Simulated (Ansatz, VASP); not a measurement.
# One calculation of Pt, two programs

POSCAR

```
Pt
1.0
   -1.6317466000      1.6317466000      1.5842200000
    1.6317466000     -1.6317466000      1.5842200000
    1.6317466000      1.6317466000     -1.5842200000
Pt
1
Direct
    0.0000000000      0.0000000000      0.0000000000
```

Contents of INCAR.step1:

```
  ALGO = Normal
  EDIFF = 1E-4
  ENCUT = 520
  GGA = PE
  ISMEAR = 0
  LASPH = T
  LCHARG = F
  LREAL = F
  LWAVE = T
  NBANDS = 11
  NELM = 60
  PREC = Accurate
  SIGMA = 0.15
```

File INCAR.step2:

```
  ALGO = Normal
  EDIFF = 1E-7
  ENCUT = 520
  ISIF = 2
  ISMEAR = 0
  ISTART = 1
  LASPH = T
  LCHARG = F
  LMIXTAU = T
  LREAL = F
  LWAVE = F
  METAGGA = R2SCAN
  NBANDS = 11
  NELM = 60
  PREC = Accurate
  SIGMA = 0.15
```

KPOINTS

```
k-points
0
Gamma
  22 22 22
```

Input for Ansatz:

```yaml
crystal:
  lattice:
    - [-1.6317466, 1.6317466, 1.58422]
    - [1.6317466, -1.6317466, 1.58422]
    - [1.6317466, 1.6317466, -1.58422]
  atoms:
    - { symbol: Pt, position: [0.0, 0.0, 0.0] }
basis:
  ecutwfc: 500
kpoints:
  mp_grid: { grid: [22, 22, 22] }
hamiltonian:
  xc: r2scan
scf:
  occupations: { method: gaussian, width: 0.15 }
output:
  forces: true
  stress: true
  eigenvalues: true
```

Change from the starting cell: strain +0.030 along x and y, +0.000 along z, atoms carried along.

Alike in both runs: task single point; functional r2SCAN; k mesh 22 × 22 × 22; occupations gaussian, width 0.15 eV; no spin polarisation.

```csv
,VASP,Ansatz
version,VASP 6.6.1,Ansatz 0.2.0
potentials or method,"VASP PAW PBE potentials, release 64 (Pt), cutoff 520 eV","scalar-relativistic, plane waves, PAW"
valence electrons in the cell,10,18
```

```tsv
	VASP	Ansatz	Ansatz less VASP
gap on the k mesh at the Fermi level (eV)	none	none	-
pressure (GPa)	-17.4	-17.7	-0.33
traceless stress, the component that is largest in VASP (GPa)	-1.56	-1.55	+0.012
```

VASP's potentials were made for PBE, not for r2SCAN. A gap of «none» marks a metal or a gap that the smearing closes. VASP's potentials hold 10 valence electrons a cell and Ansatz's 18, so a difference there can come from the potentials and not from the codes.

Spin-orbit coupling is off throughout.
